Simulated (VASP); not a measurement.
# SiC (P6_3mc) in VASP: further runs

Runs on SiC. Level: r2SCAN. Tasks: relaxation of cell and atoms.

Everything below comes from runs of VASP 6.6.1. Logs are shortened: lines on timing, memory, paths and dates and some standing lists are left out, and cuts for length are marked.

### 1 The cell of the first run

It takes space group P6_3mc (No. 186, hexagonal). Conventional cell: a = 3.075 Å, b = 3.075 Å, c = 5.048 Å, α = 90.00°, β = 90.00°, γ = 120.00°. Within 2.5 Å of Si (site symmetry 3m) lie 4 C at 1.88 to 1.90 Å. C (site symmetry 3m) has 4 Si at 1.88 to 1.90 Å within 2.5 Å.

### 2 Relaxation of cell and atoms, r2SCAN, target pressure 1 GPa, at which the enthalpy is minimised

File POSCAR:

```
SiC
1.0
    3.0753356298      0.0000000000      0.0000000000
   -1.5376678149      2.6633187805      0.0000000000
    0.0000000000      0.0000000000      5.0482216486
Si C
2 2
Direct
    0.3333333333      0.6666666667      0.0045987975
    0.6666666667      0.3333333333      0.5045987975
    0.3333333333      0.6666666667      0.3804012025
    0.6666666667      0.3333333333      0.8804012025
```

File INCAR.step1:

```
ALGO = Normal
EDIFF = 1E-4
ENCUT = 600
GGA = PE
ISMEAR = 0
LASPH = True
LCHARG = False
LREAL = False
LWAVE = True
NELM = 60
PREC = Accurate
SIGMA = 0.01
```

File INCAR.step2:

```
ALGO = Normal
EDIFF = 1E-7
EDIFFG = -0.002
ENCUT = 600
IBRION = 2
ISIF = 3
ISMEAR = 0
ISTART = 1
LASPH = True
LCHARG = False
LMIXTAU = True
LREAL = False
LWAVE = False
METAGGA = R2SCAN
NELM = 60
NSW = 100
PREC = Accurate
PSTRESS = 10.0
SIGMA = 0.01
```

File KPOINTS:

```
k-points
0
Gamma
  8 8 6
```

Potentials or basis: VASP PAW PBE potentials, release 64 (Si, C).

On the command line:

```
$ cat potpaw_PBE.64/Si/POTCAR potpaw_PBE.64/C/POTCAR > POTCAR
$ cp INCAR.step1 INCAR
$ mpirun -np 1 vasp_std > vasp.out
$ cp INCAR.step2 INCAR
$ mpirun -np 1 vasp_std > vasp.out
```

OUTCAR:

```text
EDIFF = 1E-7
   EDIFFG = -0.002
   ENCUT = 600
   IBRION = 2
   ISIF = 3
   ISMEAR = 0
   ISTART = 1
   LASPH = True
   LREAL = False
   METAGGA = R2SCAN
   NELM = 60
   NSW = 100
   PREC = Accurate
   PSTRESS = 10.0

 ion  position               nearest neighbor table
   1  0.333  0.667  0.005-   4 1.88   4 1.88   4 1.88   3 1.90   2 3.09   2 3.09   2 3.09   2 3.09
                             2 3.09   2 3.09
   2  0.667  0.333  0.505-   3 1.88   3 1.88   3 1.88   4 1.90   1 3.09   1 3.09   1 3.09   1 3.09
                             1 3.09   1 3.09
   3  0.333  0.667  0.380-   2 1.88   2 1.88   2 1.88   1 1.90
   4  0.667  0.333  0.880-   1 1.88   1 1.88   1 1.88   2 1.90

  LATTYP: Found a hexagonal cell.
 ALAT       =     3.0753356298
 C/A-ratio  =     1.6415189288

  Lattice vectors:

 A1 = (   3.0753356298,   0.0000000000,   0.0000000000)
 A2 = (  -1.5376678149,   2.6633187805,   0.0000000000)
 A3 = (   0.0000000000,   0.0000000000,   5.0482216486)

Analysis of symmetry for initial positions (statically):
=====================================================================
 Subroutine PRICEL returns:
 Original cell was already a primitive cell.

 Routine SETGRP: Setting up the symmetry group for a
 hexagonal supercell.

 Subroutine GETGRP returns: Found 12 space group operations
 (whereof  6 operations were pure point group operations)
 out of a pool of 24 trial point group operations.

The static configuration has the point symmetry C_3v.
 The point group associated with its full space group is C_6v.

Analysis of symmetry for dynamics (positions and initial velocities):
=====================================================================
 Subroutine PRICEL returns:
 Original cell was already a primitive cell.

 Routine SETGRP: Setting up the symmetry group for a
 hexagonal supercell.

 Subroutine GETGRP returns: Found 12 space group operations
 (whereof  6 operations were pure point group operations)
 out of a pool of 24 trial point group operations.

The dynamic configuration has the point symmetry C_3v.
 The point group associated with its full space group is C_6v.

 Subroutine INISYM returns: Found 12 space group operations
 (whereof  6 operations are pure point group operations),
 and found     1 'primitive' translations

[... 113 lines left out ...]
   ISMEAR =     0;   SIGMA  =   0.01  broadening in eV -4-tet -1-fermi 0-gaus
   EFERMI_NEDOS =   21; number of points for ismear=-14 and -15
   IALGO  =     38    algorithm
   IMIX   =      4    mixing-type and parameters
     AMIX     =   0.40;   BMIX     =  1.00
     AMIX_MAG =   1.60;   BMIX_MAG =  1.00
  volume/ion in A,a.u.               =      10.34        69.76
  Fermi-wavevector in a.u.,A,eV,Ry     =   1.192972  2.254390 19.363559  1.423181
  Thomas-Fermi vector in A             =   2.328997
   LORBIT       =      0    0 simple, 1 ext, 2 COOP (PROOUT), +10 PAW based schemes
   METAGGA = R2SCAN    functional components
   LHFCALC =     F    Hartree Fock is set to
   AEXX    =    0.0000 exact exchange contribution
   IVDW    =     0    specifies the selected vdW correction
   LEPSILON=     F    determine dielectric tensor
   LRPA    =     F    only Hartree local field effects (RPA)
 conjugate gradient relaxation of ions
 non-spin polarized calculation
 Gauss-broadening in eV      SIGMA  =   0.01
  energy-cutoff  :      600.00
  volume of cell :       41.35
 maximum number of plane-waves:      1392
 NGX is ok and might be reduce to    28
   NGX = 13   NGY = 13   NGZ = 21

--------------------------------------- Ionic step        1  -------------------------------------------

 number of electron      16.0000000 magnetization

 Free energy of the ion-electron system (eV)
  ---------------------------------------------------
  ext. energy  EPLUGINS =         0.00000000
  ---------------------------------------------------
  free energy    TOTEN  =       -38.64086873 eV

  energy without entropy =      -38.64086873  energy(sigma->0) =      -38.64086873

------------------------ aborting loop because EDIFF is reached ----------------------------------------

  FORCE on cell =-STRESS in cart. coord.  units (eV):
  Direction    XX          YY          ZZ          XY          YZ          ZX
  --------------------------------------------------------------------------------------
  -------------------------------------------------------------------------------------
  Total       -0.0915273     -0.0915273     -0.0904275      0.0000000      0.0000000      0.0000000
  in kB       -3.5465589     -3.5465589     -3.5039429      0.0000000      0.0000000      0.0000000
  external PRESSURE =     -13.5323536 kB  Pullay stress =      10.0000000 kB
[... 67 lines left out ...]
--------------------------------------- Ionic step        3  -------------------------------------------

 number of electron      16.0000000 magnetization

 Free energy of the ion-electron system (eV)
  ---------------------------------------------------
  ext. energy  EPLUGINS =         0.00000000
  ---------------------------------------------------
  free energy    TOTEN  =       -38.64038245 eV

  energy without entropy =      -38.64038245  energy(sigma->0) =      -38.64038245

 E-fermi :   8.3279     XC(G=0): -11.9553

 val. band max:        8.2119016126   @ k =   0.0000   0.0000   0.0000
 cond. band min:      11.1218689372   @ k =   0.3750   0.2500   0.0000
 fundamental gap:      2.9099673246
 Fermi energy:         8.3279463617

 k-point     1 :       0.0000    0.0000    0.0000
  band No.  band energies     occupation
      1      -8.1905      2.00000
      2      -4.5413      2.00000
      3      -0.8138      2.00000
      4       6.8239      2.00000
      5       6.8239      2.00000
      6       8.0987      2.00000
      7       8.2119      2.00000
      8       8.2119      2.00000
      9      13.6458      0.00000
     10      15.0536      0.00000
     11      15.4417      0.00000
     12      15.4417      0.00000
[... 331 lines left out ...]
 k-point    24 :       0.3750    0.0000    0.3333
  band No.  band energies     occupation
      1      -5.3104      2.00000
      2      -3.9863      2.00000
      3       0.3374      2.00000
      4       1.6100      2.00000
      5       4.0172      2.00000
      6       5.3671      2.00000
      7       6.3465      2.00000
      8       6.4195      2.00000
      9      11.8130      0.00000
     10      12.6789      0.00000
     11      14.5307      0.00000
     12      16.1275      0.00000

 [... further k-points ...]

------------------------ aborting loop because EDIFF is reached ----------------------------------------

  FORCE on cell =-STRESS in cart. coord.  units (eV):
  Direction    XX          YY          ZZ          XY          YZ          ZX
  --------------------------------------------------------------------------------------
  -------------------------------------------------------------------------------------
  Total        0.2601774      0.2601774      0.2492054      0.0000000      0.0000000      0.0000000
  in kB       10.1413694     10.1413694      9.7136966      0.0000000      0.0000000      0.0000000
  external PRESSURE =      -0.0011882 kB  Pullay stress =      10.0000000 kB
[... 23 lines left out ...]
  energy  without entropy=      -38.6403824541  energy(sigma->0) =      -38.64038245

  enthalpy is  TOTEN    =       -38.3838319251 eV   P V=        0.2565505290

 reached required accuracy - stopping structural energy minimisation
```

OUTCAR.step1:

```text
EDIFF = 1E-4
   ENCUT = 600
   GGA = PE
   ISMEAR = 0
[... 594 lines left out ...]
     -0.00000      1.77555      0.02322        -0.000000      0.000000      0.001104
      1.53767      0.88777      2.54733         0.000000      0.000000      0.001104
     -0.00000      1.77555      1.92035        -0.000000     -0.000000     -0.001104
      1.53767      0.88777      4.44446         0.000000      0.000000     -0.001104
 -----------------------------------------------------------------------------------
    total drift:                               -0.000000      0.000000     -0.000077

  FREE ENERGIE OF THE ION-ELECTRON SYSTEM (eV)
  ---------------------------------------------------
  free  energy   TOTEN  =       -30.1047861283 eV

  energy  without entropy=      -30.1047861283  energy(sigma->0) =      -30.10478613
```

OSZICAR.step1:

```text
N       E                     dE             d eps       ncg     rms          rms(c)
DAV:   1     0.423339539660E+02    0.42334E+02   -0.81837E+03   960   0.134E+03
DAV:   2    -0.304068553192E+02   -0.72741E+02   -0.66170E+02  1376   0.198E+02
DAV:   3    -0.337927697193E+02   -0.33859E+01   -0.33645E+01  1264   0.431E+01
DAV:   4    -0.338318543244E+02   -0.39085E-01   -0.39057E-01  1192   0.546E+00
DAV:   5    -0.338325263008E+02   -0.67198E-03   -0.67187E-03  1232   0.688E-01    0.125E+01
DAV:   6    -0.302162218757E+02    0.36163E+01   -0.10678E+01  1160   0.209E+01    0.557E+00
DAV:   7    -0.301208436231E+02    0.95378E-01   -0.92352E-01  1236   0.641E+00    0.245E+00
DAV:   8    -0.301051588553E+02    0.15685E-01   -0.48047E-02  1100   0.164E+00    0.539E-01
DAV:   9    -0.301045154686E+02    0.64339E-03   -0.62062E-03  1184   0.612E-01    0.131E-01
DAV:  10    -0.301047753783E+02   -0.25991E-03   -0.70547E-04  1140   0.192E-01    0.540E-02
DAV:  11    -0.301047861283E+02   -0.10750E-04   -0.99586E-05   720   0.832E-02
   1 F= -.30104786E+02 E0= -.30104786E+02  d E =-.259454E-34
```

Run time: 3 min. Hardware: 1 thread of Intel Xeon Platinum 8488C (Sapphire Rapids), shared host; peak memory 0.19 GiB.

What came out:

* Free energy: -38.6404 eV
* Relaxed volume: 10.28 Å³/atom
* Relaxed cell: a = 3.069 Å, b = 3.069 Å, c = 5.038 Å, α = 90.00°, β = 90.00°, γ = 120.00°
* Space group after relaxing (to 0.05 Å): P6_3mc (No. 186)
* Energy change on relaxing (the enthalpy is what falls): +0.1 meV/atom
* Ionic steps: 3
* Pressure after relaxing: 1.0 GPa
* Band gap on the k mesh: 2.91 eV, indirect (least direct gap 4.50 eV)

Step by step:
| step | energy change (eV) | largest force (eV/Å) | pressure (GPa) | volume (Å³) |
| --- | --- | --- | --- | --- |
| 1 | 0.0000 | 0.0010 | -0.35 | 41.35 |
| 2 | 0.0036 | 0.0031 | 2.58 | 40.83 |
| 3 | 0.0005 | 0.0009 | 1.00 | 41.10 |

Final structure:
```
CELL_PARAMETERS angstrom
3.06927 0.00000 0.00000
-1.53463 2.65806 0.00000
0.00000 0.00000 5.03829
ATOMIC_POSITIONS crystal
Si 0.33333 0.66667 0.00459
Si 0.66667 0.33333 0.50459
C 0.33333 0.66667 0.38041
C 0.66667 0.33333 0.88041
```

Levels at points of the mesh, in eV from the valence-band top:
| k point | band 4 | band 5 | band 6 | band 7 | band 8 | band 9 | band 10 | band 11 | band 12 |
| --- | --- | --- | --- | --- | --- | --- | --- | --- | --- |
| (0.00, 0.00, 0.00) | -1.39 | -1.39 | -0.11 | 0.00 | 0.00 | 5.43 | 6.84 | 7.23 | 7.23 |
| (0.50, 0.00, 0.00) | -6.56 | -5.64 | -3.49 | -3.38 | -1.26 | 3.24 | 4.67 | 7.52 | 7.67 |
| (0.00, 0.00, 0.50) | -4.64 | -0.75 | -0.75 | -0.75 | -0.75 | 6.55 | 6.55 | 7.93 | 7.93 |
| (0.50, 0.00, 0.50) | -8.57 | -2.57 | -2.57 | -2.45 | -2.45 | 3.74 | 3.74 | 5.82 | 5.82 |

Caveat: the cell is relaxed towards a set pressure, so the enthalpy falls and the energy may rise; the PAW data sets were made with another functional, which shifts forces and pressure a little. r2SCAN opens gaps a little over a GGA but as a rule still falls short of measured ones.

[end of part 1 of 2]
